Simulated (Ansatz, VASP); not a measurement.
**ZnS in VASP and in Ansatz**

Contents of INCAR:

```
ALGO = Normal
EDIFF = 1E-6
ENCUT = 520
GGA = PE
ISIF = 2
ISMEAR = 0
LASPH = T
LCHARG = F
LREAL = F
LWAVE = F
NBANDS = 26
NELM = 60
PREC = Accurate
SIGMA = 0.05
```

Contents of KPOINTS:

```
k-points
0
Gamma
  12 12 6
```

File POSCAR:

```
ZnS
1.0
    3.5061188790      0.0000000000      0.0000000000
   -1.7530594395      3.0363880179      0.0000000000
    0.0000000000      0.0000000000      5.7352800000
Zn S
2 2
Direct
    0.3333333333      0.6666666667      0.0000000000
    0.6666666667      0.3333333333      0.5000000000
    0.3333333333      0.6666666667      0.3850000000
    0.6666666667      0.3333333333      0.8850000000
```

Input for Ansatz:

```yaml
crystal:
  lattice:
    - [3.506118879, 0.0, 0.0]
    - [-1.7530594395, 3.0363880179, 0.0]
    - [0.0, 0.0, 5.73528]
  atoms:
    - { symbol: Zn, position: [0.3333333333, 0.6666666667, 0.0] }
    - { symbol: Zn, position: [0.6666666667, 0.3333333333, 0.5] }
    - { symbol: S, position: [0.3333333333, 0.6666666667, 0.385] }
    - { symbol: S, position: [0.6666666667, 0.3333333333, 0.885] }
basis:
  ecutwfc: 420
kpoints:
  mp_grid: { grid: [12, 12, 6] }
hamiltonian:
  xc: pbe
scf:
  occupations: { method: gaussian, width: 0.05 }
output:
  forces: true
  stress: true
  eigenvalues: true
```

Change from the starting cell: strain -0.080 along x and y, -0.080 along z, atoms carried along.

Alike in both runs: task single point; functional PBE; k mesh 12 × 12 × 6; occupations gaussian, width 0.05 eV; no spin polarisation.

|  | VASP | Ansatz |
| --- | --- | --- |
| version | VASP 6.6.1 | Ansatz 0.2.0 |
| potentials or method | VASP PAW PBE potentials, release 64 (Zn, S), cutoff 520 eV | scalar-relativistic, plane waves, PAW |
| valence electrons in the cell | 36 | 36 |

|  | VASP | Ansatz | Ansatz less VASP |
| --- | --- | --- | --- |
| gap on the k mesh at the Fermi level (eV) | 3.20 | 3.18 | -0.014 |
| least direct gap on the mesh (eV) | 3.39 | 3.36 | -0.023 |
| pressure (GPa) | 36.6 | 36.2 | -0.36 |
| traceless stress, the component that is largest in VASP (GPa) | -5.16 | -5.15 | +0.017 |
| rms of the force components (eV/Å) | 0.424 | 0.422 | -0.0018 |

Atom by atom the forces differ by 0.002 eV/Å (rms over components). Both programs put the cell under a high pressure, so it lies far from rest at this level. With one functional, cell and mesh, what is left measures potentials, basis and numerics.
